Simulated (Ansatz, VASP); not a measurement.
Rb in VASP and in Ansatz

File INCAR:

```
PREC = Accurate
ENCUT = 520
EDIFF = 1E-6
ISMEAR = -1
SIGMA = 0.1
LREAL = False
LASPH = True
NELM = 80
ALGO = Normal
ISIF = 2
LWAVE = False
LCHARG = False
GGA = RE
NBANDS = 10
```

KPOINTS

```
Automatic mesh
0
Gamma
  9 9 9
```

POSCAR

```
Rb
1.0
    0.0000000000      3.5795874169      3.5795874169
    3.5795874169      0.0000000000      3.5795874169
    3.5795874169      3.5795874169      0.0000000000
Rb
1
Direct
    0.0000000000      0.0000000000      0.0000000000
```

Input for Ansatz:

```yaml
crystal:
  lattice:
    - [0.0, 3.5795874169, 3.5795874169]
    - [3.5795874169, 0.0, 3.5795874169]
    - [3.5795874169, 3.5795874169, 0.0]
  atoms:
    - { symbol: Rb, position: [0.0, 0.0, 0.0] }
hamiltonian:
  xc: revpbe
  pseudopotentials:
    kind: paw
    azcp:
      Rb: "pseudopotentials/Rb.paw.azcp"
basis:
  ecutwfc: 420
  fft_grid_basis: typed
kpoints:
  mp_grid: { grid: [9, 9, 9], shift: [0, 0, 0] }
magnetization:
  spin_polarized: false
scf:
  occupations: { method: fermi_dirac, width: 0.1 }
  lower_state_search: "off"
output:
  stress: true
```

Alike in both runs: task single point; functional revPBE; k mesh 9 × 9 × 9; occupations fermi-dirac, width 0.1 eV; no spin polarisation.

```csv
,VASP,Ansatz
version,VASP 6.6.1,Ansatz 0.2.0
potentials or method,"VASP PAW PBE potentials, release 64 (Rb_sv), cutoff 520 eV","plane waves (420 eV) with PAW, scalar-relativistic"
valence electrons in the cell,9,9
```

```tsv
	VASP	Ansatz	Ansatz less VASP
pressure (GPa)	0.2	0.2	0.00
```

VASP's potentials were made for PBE, not for revPBE.
